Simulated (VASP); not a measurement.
A run of VASP 6.6.1:

File INCAR:

```
  PREC = Accurate
  ENCUT = 600
  EDIFF = 1E-6
  ISMEAR = -1
  SIGMA = 0.05
  LREAL = False
  LASPH = True
  NELM = 80
  ALGO = Normal
  ISIF = 3
  LWAVE = False
  LCHARG = False
  IBRION = 2
  NSW = 60
  EDIFFG = -0.01
```

The input KPOINTS:

```
Automatic mesh
0
Gamma
  11 11 11
```

The input POSCAR:

```
AlN
1.0
    0.0000000000      2.0345180000      2.0345180000
    2.0345180000      0.0000000000      2.0345180000
    2.0345180000      2.0345180000      0.0000000000
Al N
1 1
Direct
    0.5000000000      0.5000000000      0.5000000000
    0.0000000000      0.0000000000      0.0000000000
```

Potentials or basis: VASP PAW LDA potentials, release 64 (Al, N).

Launch:

```bash
$ cat potpaw_LDA.64/Al/POTCAR potpaw_LDA.64/N/POTCAR > POTCAR
$ mpirun -np 1 vasp_std > vasp.out
```

Hardware: 1 thread of AMD EPYC 7R43 64-Core Processor (Zen 3), on a shared host.

Task: How long does it take, and how much memory?

Result: It took 13 s on 1 thread of AMD EPYC 7R43 64-Core Processor (Zen 3), with other jobs on the host, peak memory 0.1 GiB. Counts: scf iterations 22, k points 56, ion steps 3.
